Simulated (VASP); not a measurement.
# Hf (Fm-3m) in VASP: notebook

Hf is run at these levels: RPBE+D4, revPBE+D3(BJ), PBE+D4, PBEsol; tasks: relaxation of cell and atoms, single point.

Program: VASP 6.6.1. These are calculated values, not measurements. Logs are shortened: lines on timing, memory, paths and dates and some standing lists are left out, and cuts for length are marked.

## Step 1: The cell of the first run

The structure is cubic, space group Fm-3m (No. 225). Conventional cell: a = 4.440 Å, b = 4.440 Å, c = 4.440 Å, α = 90.00°, β = 90.00°, γ = 90.00°. Hf (site symmetry m-3m) has 12 Hf at 3.14 Å within 4.1 Å.

## Step 2: Relaxation of cell and atoms, RPBE+D4

The input, INCAR:

```
PREC = Accurate
ENCUT = 600
EDIFF = 1E-7
ISMEAR = -1
SIGMA = 0.05
LREAL = F
LASPH = T
NELM = 60
ALGO = Fast
ISIF = 3
LWAVE = F
LCHARG = F
GGA = RP
IVDW = 13
IBRION = 2
NSW = 60
EDIFFG = -0.01
```

The input, KPOINTS:

```
regular mesh
0
Gamma
  10 10 10
```

The input, POSCAR:

```
Hf
1.0
    0.0000000000      2.2200000000      2.2200000000
    2.2200000000      0.0000000000      2.2200000000
    2.2200000000      2.2200000000      0.0000000000
Hf
1
Direct
    0.0000000000      0.0000000000      0.0000000000
```

Potentials or basis: VASP PAW PBE potentials, release 64 (Hf_pv).

Command:

```bash
> cat potpaw_PBE.64/Hf_pv/POTCAR > POTCAR
> mpirun -np 1 vasp_std > vasp.out
```

OUTCAR:

```text
PREC = Accurate
   ENCUT = 600
   EDIFF = 1E-7
   ISMEAR = -1
   LREAL = F
   LASPH = T
   NELM = 60
   ISIF = 3
   GGA = RP
   IVDW = 13
   IBRION = 2
   NSW = 60
   EDIFFG = -0.01

 ion  position               nearest neighbor table
   1  0.000  0.000  0.000-

  LATTYP: Found a face centered cubic cell.
 ALAT       =     4.4400000000

  Lattice vectors:

 A1 = (   0.0000000000,   2.2200000000,   2.2200000000)
 A2 = (   2.2200000000,   0.0000000000,   2.2200000000)
 A3 = (   2.2200000000,   2.2200000000,   0.0000000000)

Analysis of symmetry for initial positions (statically):
=====================================================================
 Subroutine PRICEL returns:
 Original cell was already a primitive cell.

 Routine SETGRP: Setting up the symmetry group for a
 face centered cubic supercell.

 Subroutine GETGRP returns: Found 48 space group operations
 (whereof 48 operations were pure point group operations)
 out of a pool of 48 trial point group operations.

The static configuration has the point symmetry O_h .

Analysis of symmetry for dynamics (positions and initial velocities):
=====================================================================
 Subroutine PRICEL returns:
 Original cell was already a primitive cell.

 Routine SETGRP: Setting up the symmetry group for a
 face centered cubic supercell.

 Subroutine GETGRP returns: Found 48 space group operations
 (whereof 48 operations were pure point group operations)
 out of a pool of 48 trial point group operations.

The dynamic configuration has the point symmetry O_h .

 Subroutine INISYM returns: Found 48 space group operations
 (whereof 48 operations are pure point group operations),
 and found     1 'primitive' translations

----------------------------------------------------------------------------------------

                                     Primitive cell

  volume of cell :      21.8821

  direct lattice vectors                    reciprocal lattice vectors
     0.000000000  2.220000000  2.220000000    -0.225225225  0.225225225  0.225225225
     2.220000000  0.000000000  2.220000000     0.225225225 -0.225225225  0.225225225
     2.220000000  2.220000000  0.000000000     0.225225225  0.225225225 -0.225225225

  length of vectors
     3.139554108  3.139554108  3.139554108     0.390101533  0.390101533  0.390101533

  position of ions in fractional coordinates (direct lattice)
     0.000000000  0.000000000  0.000000000

  ion indices of the primitive-cell ions
   primitive index   ion index
                 1           1

----------------------------------------------------------------------------------------

 KPOINTS: regular mesh

Automatic generation of k-mesh.
 Grid dimensions read from file:
 generate k-points for:   10   10   10

 Generating k-lattice:

  Cartesian coordinates                     Fractional coordinates (reciprocal lattice)
    -0.022522523  0.022522523  0.022522523     0.100000000  0.000000000  0.000000000
     0.022522523 -0.022522523  0.022522523     0.000000000  0.100000000  0.000000000
     0.022522523  0.022522523 -0.022522523     0.000000000  0.000000000  0.100000000

  Length of vectors
     0.039010153  0.039010153  0.039010153

  Shift w.r.t. Gamma in fractional coordinates (k-lattice)
     0.000000000  0.000000000  0.000000000

 Subroutine IBZKPT returns following result:
 ===========================================

 Found     47 irreducible k-points:

 Following reciprocal coordinates:
            Coordinates               Weight
  0.000000  0.000000  0.000000      1.000000
  0.100000  0.000000  0.000000      8.000000
  0.200000  0.000000  0.000000      8.000000
  0.300000  0.000000  0.000000      8.000000
  0.400000  0.000000  0.000000      8.000000
  0.500000  0.000000  0.000000      4.000000
[... 16 lines left out ...]
  0.300000  0.300000  0.000000      6.000000
  0.400000  0.300000  0.000000     24.000000
 [... further k-points ...]
   k-points           NKPTS =     47   k-points in BZ     NKDIM =     47   number of bands    NBANDS=      9
   number of dos      NEDOS =    301   number of ions     NIONS =      1
   total plane-waves  NPLWV =  21952
   dimension x,y,z NGX =    28 NGY =   28 NGZ =   28
   dimension x,y,z NGXF=    56 NGYF=   56 NGZF=   56
   ions per type =               1
   NGX,Y,Z   is equivalent  to a cutoff of  14.83, 14.83, 14.83 a.u.
   NGXF,Y,Z  is equivalent  to a cutoff of  29.65, 29.65, 29.65 a.u.
 SYSTEM =  unknown system
   PREC   = accura    normal or accurate (medium, high low for compatibility)
   ISTART =      0    job   : 0-new  1-cont  2-samecut
   ICHARG =      2    charge: 1-file 2-atom 10-const
   ISPIN  =      1    spin polarized calculation?
   LNONCOLLINEAR =      F non collinear calculations
   LSORBIT =      F    spin-orbit coupling
   LASPH  =      T    aspherical Exc in radial PAW
   ENCUT  =  600.0 eV  44.10 Ry    6.64 a.u.   6.27  6.27  6.27*2*pi/ulx,y,z
   NELM   =     60;   NELMIN=  2; NELMDL= -5     # of ELM steps
   EDIFF  = 0.1E-06   stopping-criterion for ELM
   LREAL  =      F    real-space projection
   EDIFFG = -.1E-01   stopping-criterion for IOM
   NSW    =     60    number of steps for IOM
   IBRION =      2    ionic relax: 0-MD 1-quasi-New 2-CG
   NFREE  =      1    steps in history (QN), initial steepest desc. (CG)
   ISIF   =      3    stress and relaxation
   ISYM   =      2    0-nonsym 1-usesym 2-fastsym
   POTIM  = 0.5000    time-step for ionic-motion
   TEBEG  =    0.0;   TEEND  =   0.0 temperature during run
   PSTRESS=    0.0 pullay stress
   NELECT =      10.0000    total number of electrons
   NUPDOWN=      -1.0000    fix difference up-down
   EMIN   =  10.00;   EMAX   =-10.00  energy-range for DOS
   EFERMI =   0.00;   METHOD = LEGACY
   ISMEAR =    -1;   SIGMA  =   0.05  broadening in eV -4-tet -1-fermi 0-gaus
   EFERMI_NEDOS =   21; number of points for ismear=-14 and -15
   IALGO  =     68    algorithm
   IMIX   =      4    mixing-type and parameters
     AMIX     =   0.40;   BMIX     =  1.00
     AMIX_MAG =   1.60;   BMIX_MAG =  1.00
  volume/ion in A,a.u.               =      21.88       147.67
  Fermi-wavevector in a.u.,A,eV,Ry     =   1.260991  2.382927 21.634588  1.590097
  Thomas-Fermi vector in A             =   2.394472
   LORBIT       =      0    0 simple, 1 ext, 2 COOP (PROOUT), +10 PAW based schemes
   GGA     = RP    functional components
   LHFCALC =     F    Hartree Fock is set to
   AEXX    =    0.0000 exact exchange contribution
   IVDW    =    13    specifies the selected vdW correction
   LEPSILON=     F    determine dielectric tensor
   LRPA    =     F    only Hartree local field effects (RPA)
 conjugate gradient relaxation of ions
 non-spin polarized calculation
 RMM-DIIS sequential band-by-band and
  energy-cutoff  :      600.00
  volume of cell :       21.88
 maximum number of plane-waves:       745
 NGX is ok and might be reduce to    28
   NGX = 13   NGY = 13   NGZ = 13

--------------------------------------- Ionic step        1  -------------------------------------------

 number of electron      10.0000000 magnetization

 Free energy of the ion-electron system (eV)
  ---------------------------------------------------
  ext. energy  EPLUGINS =         0.00000000
  ---------------------------------------------------
  free energy    TOTEN  =        -9.42003600 eV

  energy without entropy =       -9.40890578  energy(sigma->0) =       -9.41447089

------------------------ aborting loop because EDIFF is reached ----------------------------------------

  DFT-D4 for vdW energy calculation

  Edisp (eV):   -0.33534

  FORCE on cell =-STRESS in cart. coord.  units (eV):
  Direction    XX          YY          ZZ          XY          YZ          ZX
  --------------------------------------------------------------------------------------
  -------------------------------------------------------------------------------------
  Total       0.44592     0.44592     0.44592    -0.00000    -0.00000     0.00000
  in kB      32.64939    32.64939    32.64939    -0.00000    -0.00000     0.00000
  external pressure =       32.65 kB  Pullay stress =        0.00 kB
[... 59 lines left out ...]
  energy  without entropy=       -9.7396639042  energy(sigma->0) =       -9.74640770

--------------------------------------- Ionic step        3  -------------------------------------------

 number of electron      10.0000001 magnetization

 Free energy of the ion-electron system (eV)
  ---------------------------------------------------
  ext. energy  EPLUGINS =         0.00000000
  ---------------------------------------------------
  free energy    TOTEN  =        -9.43576400 eV

  energy without entropy =       -9.42359148  energy(sigma->0) =       -9.42967774

 E-fermi :   4.7977     XC(G=0): -11.1906

 val. band max:        4.7783124373   @ k =   0.3000   0.0000   0.0000
 cond. band min:       4.8295893720   @ k =   0.5000   0.1000   0.0000
 fundamental gap:      0.0512769347
 Fermi energy:         4.7976541556

 k-point     1 :       0.0000    0.0000    0.0000
  band No.  band energies     occupation
      1     -25.2756      2.00000
      2     -25.2756      2.00000
      3     -25.2756      2.00000
      4      -2.3914      2.00000
      5       6.2232      0.00000
      6       6.2232      0.00000
      7       6.2232      0.00000
      8       9.0037      0.00000
      9       9.0037      0.00000
[... 265 lines left out ...]
 k-point    24 :       0.4000    0.3000    0.0000
  band No.  band energies     occupation
      1     -25.8786      2.00000
      2     -25.5194      2.00000
      3     -25.4940      2.00000
      4       1.5161      2.00000
      5       3.3386      2.00000
      6       5.6325      0.00000
      7       8.8787      0.00000
      8       9.8499      0.00000
      9      10.9456      0.00000

 [... further k-points ...]

------------------------ aborting loop because EDIFF is reached ----------------------------------------

  DFT-D4 for vdW energy calculation

  Edisp (eV):   -0.32565

  FORCE on cell =-STRESS in cart. coord.  units (eV):
  Direction    XX          YY          ZZ          XY          YZ          ZX
  --------------------------------------------------------------------------------------
  -------------------------------------------------------------------------------------
  Total       0.00119     0.00119     0.00119     0.00000     0.00000    -0.00000
  in kB       0.08464     0.08464     0.08464     0.00000     0.00000    -0.00000
  external pressure =        0.08 kB  Pullay stress =        0.00 kB
[... 16 lines left out ...]
  FREE ENERGIE OF THE ION-ELECTRON SYSTEM (eV)
  ---------------------------------------------------
  free  energy   TOTEN  =        -9.7614162566 eV

  energy  without entropy=       -9.7492437345  energy(sigma->0) =       -9.75533000

 reached required accuracy - stopping structural energy minimisation
```

Run time: 47 s. Hardware: 1 thread of AMD EPYC 7R43 (Zen 3), shared host; peak memory 0.14 GiB.

Results:

```
Free energy                            : -9.7614 eV
Relaxed volume                         : 22.52 Å³/atom
Relaxed cell                           : a = 3.170 Å, b = 3.170 Å, c = 3.170 Å, α = 60.00°, β = 60.00°, γ = 60.00°
Space group after relaxing (to 0.05 Å) : Fm-3m (No. 225)
Energy gained by relaxing              : 6.0 meV/atom
Ionic steps                            : 3
Pressure after relaxing                : 0.0 GPa
Band gap on the k mesh                 : zero (band 5 reaches 6.22 eV, above the bottom of band 6 at 4.41 eV)
Dispersion energy per atom             : -0.326 eV
```

Step by step:
```tsv
step	energy change (eV)	largest force (eV/Å)	pressure (GPa)	volume (Å³)
1	0.0000	0.0000	3.26	21.88
2	0.0022	0.0000	-3.23	23.32
3	-0.0060	0.0000	0.01	22.52
```

Final structure:
```xyz
1
Lattice="0.0000 2.2415 2.2415 2.2415 0.0000 2.2415 2.2415 2.2415 0.0000" Properties=species:S:1:pos:R:3 pbc="T T T"
Hf    0.0000    0.0000    0.0000
```

Caveat: the PAW data sets were made with another functional, which shifts forces and pressure a little; spin-orbit coupling is left out, which moves the levels of the heavy elements; pairwise dispersion overbinds metals, which lowers pressure and volume. Zero-point motion and thermal expansion aren't in these numbers.

## Step 3: Single point, revPBE+D3(BJ)

The input, INCAR:

```
ALGO = Normal ; EDIFF = 1E-6
ENCUT = 520 ; GGA = RE
ISIF = 2 ; ISMEAR = -5
IVDW = 12 ; LASPH = True
LCHARG = False ; LREAL = False
LWAVE = False ; NBANDS = 11
NELM = 80 ; PREC = Accurate
SIGMA = 0.05
```

The input, KPOINTS:

```
k-points
0
Gamma
  10 10 10
```

POSCAR is that of step 2.

Potentials or basis: VASP PAW PBE potentials, release 64 (Hf_pv).

Command:

```bash
> cat potpaw_PBE.64/Hf_pv/POTCAR > POTCAR
> mpirun -np 1 vasp_std > vasp.out
```

Wall time 12 s (1 thread of Intel Xeon 8259CL, shared host); peak memory 0.15 GiB.

Results (log left out):

* Free energy: -10.3038 eV
* Pressure: -0.9 GPa
* Band gap on the k mesh: zero (band 5 reaches 6.39 eV, above the bottom of band 6 at 4.57 eV)
* Dispersion energy per atom: -0.805 eV

Levels at points of the mesh, in eV from the Fermi level:
| k point | band 3 | band 4 | band 5 | band 6 | band 7 | band 8 |
| --- | --- | --- | --- | --- | --- | --- |
| (0.00, 0.00, 0.00) | -29.99 | -7.31 | 1.40 | 1.40 | 1.40 | 4.28 |
| (0.50, 0.00, 0.00) | -30.11 | -3.72 | 0.60 | 1.18 | 1.18 | 6.45 |
| (0.50, 0.50, 0.00) | -30.30 | -3.36 | -2.23 | 2.59 | 6.48 | 7.09 |

Caveat: the PAW data sets were made with another functional, which shifts forces and pressure a little; spin-orbit coupling is left out, which moves the levels of the heavy elements; pairwise dispersion overbinds metals, which lowers pressure and volume; tetrahedron occupations give inexact forces and stress in metals.

(Part 1 of 2 ends here.)
